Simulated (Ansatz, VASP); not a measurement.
# NaCl: VASP beside Ansatz

File INCAR:

```
SYSTEM = NaCl
PREC = Accurate ; ENCUT = 520
EDIFF = 1E-7 ; ISMEAR = 0
SIGMA = 0.05 ; LREAL = .FALSE.
LASPH = .TRUE. ; NELM = 100
ALGO = Normal ; ISIF = 2
LWAVE = .FALSE. ; LCHARG = .FALSE.
GGA = PE ; NBANDS = 14
```

The input KPOINTS:

```
regular mesh
0
G
  8 8 8
  0 0 0
```

The input POSCAR:

```
NaCl
1.0
    0.0000000000      2.8317500000      2.6052100000
    2.8317500000      0.0000000000      2.6052100000
    2.8317500000      2.8317500000      0.0000000000
Na Cl
1 1
Direct
    0.0000000000      0.0000000000      0.0000000000
    0.5000000000      0.5000000000      0.5000000000
```

Input for Ansatz:

```yaml
crystal:
  lattice:
    - [0.0, 2.83175, 2.60521]
    - [2.83175, 0.0, 2.60521]
    - [2.83175, 2.83175, 0.0]
  atoms:
    - { symbol: Na, position: [0.0, 0.0, 0.0] }
    - { symbol: Cl, position: [0.5, 0.5, 0.5] }
basis:
  ecutwfc: 420
kpoints:
  mp_grid: { grid: [8, 8, 8] }
hamiltonian:
  xc: pbe
scf:
  occupations: { method: gaussian, width: 0.05 }
output:
  forces: true
  stress: true
  eigenvalues: true
```

Change from the starting cell: strain +0.000 along x and y, -0.080 along z, atoms carried along.

Alike in both runs: task single point; functional PBE; k mesh 8 × 8 × 8; occupations gaussian, width 0.05 eV; no spin polarisation.

|  | VASP | Ansatz |
| --- | --- | --- |
| version | VASP 6.6.1 | Ansatz 0.2.0 |
| potentials or method | VASP PAW PBE potentials, release 64 (Na_pv, Cl), cutoff 520 eV | scalar-relativistic, plane waves, PAW |
| valence electrons in the cell | 14 | 16 |

```tsv
	VASP	Ansatz	Ansatz less VASP
gap on the k mesh at the Fermi level (eV)	5.37	5.37	0.000
least direct gap on the mesh (eV)	5.37	5.37	0.000
pressure (GPa)	3.6	3.6	+0.01
traceless stress, the component that is largest in VASP (GPa)	4.01	3.96	-0.042
```

VASP's potentials hold 14 valence electrons a cell and Ansatz's 16, so a difference there can come from the potentials and not from the codes.
